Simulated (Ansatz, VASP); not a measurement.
WSe2: VASP beside Ansatz

```
Se W
1.0
     3.28549    0.00000    0.00000
    -1.64275    2.84532    0.00000
     0.00000    0.00000   24.23865
Se W
4 2
Direct
  0.33333 0.66667 0.18565
  0.33333 0.66667 0.32466
  0.33333 0.66667 0.47772
  0.33333 0.66667 0.61673
  0.66667 0.33333 0.25516
  0.66667 0.33333 0.54722
```

Alike in both runs: task single point; functional PBE; dispersion D3(BJ); k mesh 9 × 9 × 1; occupations gaussian, width 0.05 eV; no spin polarisation.

```csv
,VASP,Ansatz
version,VASP 6.6.1,Ansatz 0.2.0
potentials or method,"VASP PAW PBE potentials, release 64 (Se, W_sv), cutoff 520 eV","scalar-relativistic, plane waves, PAW"
valence electrons in the cell,52,92
```

|  | VASP | Ansatz | Ansatz less VASP |
| --- | --- | --- | --- |
| gap on the k mesh at the Fermi level (eV) | 1.54 | 1.54 | -0.001 |
| least direct gap on the mesh (eV) | 1.64 | 1.65 | +0.004 |
| rms of the force components (eV/Å) | 0.022 | 0.006 | -0.0155 |

VASP's potentials hold 52 valence electrons a cell and Ansatz's 92, so a difference there can come from the potentials and not from the codes.

Neither program's run includes spin-orbit coupling.
